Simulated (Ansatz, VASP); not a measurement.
# LiC2 in VASP and in Ansatz

File INCAR:

```
SYSTEM = LiC2
PREC = Accurate
ENCUT = 600
EDIFF = 1E-6
ISMEAR = 0
SIGMA = 0.1
LREAL = .FALSE.
LASPH = .TRUE.
NELM = 60
ALGO = Normal
ISIF = 3
LWAVE = .FALSE.
LCHARG = .FALSE.
GGA = PE
IBRION = 2
NSW = 100
EDIFFG = -0.01
```

File KPOINTS:

```
Automatic mesh
0
G
  18 18 12
  0 0 0
```

Contents of POSCAR:

```
LiC2
1.0
    3.1263360380      0.0000000000      0.0000000000
   -1.5631680190      2.7074864297      0.0000000000
    0.0000000000      0.0000000000      4.2477533885
Li C
1 2
Direct
    0.0000000000      0.0000000000      0.0000000000
    0.6666666667      0.3333333333      0.6502544081
    0.6666666667      0.3333333333      0.3497455919
```

Input for Ansatz:

```yaml
crystal:
  lattice:
    - [3.126336038, 0.0, 0.0]
    - [-1.563168019, 2.7074864297, 0.0]
    - [0.0, 0.0, 4.2477533885]
  atoms:
    - { symbol: Li, position: [0.0, 0.0, 0.0] }
    - { symbol: C, position: [0.6666666667, 0.3333333333, 0.6502544081] }
    - { symbol: C, position: [0.6666666667, 0.3333333333, 0.3497455919] }
basis:
  ecutwfc: 420
kpoints:
  mp_grid: { grid: [18, 18, 12] }
hamiltonian:
  xc: pbe
scf:
  occupations: { method: gaussian, width: 0.1 }
output:
  forces: true
  stress: true
  eigenvalues: true
  write_density: true
  write_potential: true
  elf: true
  volumetric_format: npy
relax:
  adjacent_minimum: "off"
  f_tol: 0.01
  max_steps: 80
  cell: { stress_tol: 0.05 }
```

Alike in both runs: task relaxation of cell and atoms; functional PBE; k mesh 18 × 18 × 12; occupations gaussian, width 0.1 eV; no spin polarisation.

|  | VASP | Ansatz |
| --- | --- | --- |
| version | VASP 6.6.1 | Ansatz 0.2.0 |
| potentials or method | VASP PAW PBE potentials, release 64 (Li_sv, C), cutoff 600 eV | scalar-relativistic, plane waves, PAW |
| valence electrons in the cell | 11 | 11 |

Ansatz gave:

| Quantity | Value |
| --- | --- |
| gap on the k mesh at the Fermi level, each at its own relaxed structure (eV) | none |
| relaxed volume (Å³/atom) | 13.38 |
| relaxed cell length with the largest relative difference (Å) | 3.497 |

Q: What did VASP give for the same quantities?

A: gap on the k mesh at the Fermi level, each at its own relaxed structure (eV): none; relaxed volume (Å³/atom): 10.44; relaxed cell length with the largest relative difference (Å): 2.645.

A gap of «none» marks a metal or a gap that the smearing closes. One of these differences is far larger than is usual between the two programs; its cause wasn't traced.

Noted on VASP's run: the cutoff is short for stress, so the pressure is rough.
